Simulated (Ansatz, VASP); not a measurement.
Al3B2As: VASP beside Ansatz

```
Al B As
1.0
    -1.90183    1.90183    4.82140
     1.90183   -1.90183    4.82140
     1.90183    1.90183   -4.82140
Al B As
3 2 1
Direct
  0.75000 0.25000 0.50000
  0.50000 0.50000 0.00000
  0.25000 0.75000 0.50000
  0.69071 0.69071 0.00000
  0.30929 0.30929 0.00000
  0.00000 0.00000 0.00000
```

Change from the starting cell: species swapped into the CsLi2F3 type (I4/mmm, No. 139).

Alike in both runs: task relaxation of cell and atoms; functional PBE; k mesh 6 × 6 × 6; occupations gaussian, width 0.1 eV; no spin polarisation.

```csv
,VASP,Ansatz
version,VASP 6.6.1,Ansatz 0.2.0
potentials or method,"VASP PAW PBE potentials, release 64 (Al, B, As), cutoff 600 eV","scalar-relativistic, plane waves, PAW"
valence electrons in the cell,20,30
```

```tsv
	VASP	Ansatz	Ansatz less VASP
gap on the k mesh at the Fermi level, each at its own relaxed structure (eV)	none	none	-
relaxed volume (Å³/atom)	15.58	15.57	-0.008
relaxed cell length with the largest relative difference (Å)	6.904	6.906	+0.0021
```

A gap of «none» marks a metal or a gap that the smearing closes. VASP's potentials hold 20 valence electrons a cell and Ansatz's 30, so a difference there can come from the potentials and not from the codes.

The k mesh is coarse, so the values compare programs but aren't converged. Noted on VASP's run: the volume moved by over 15 % at a fixed basis, so the end points are rough.
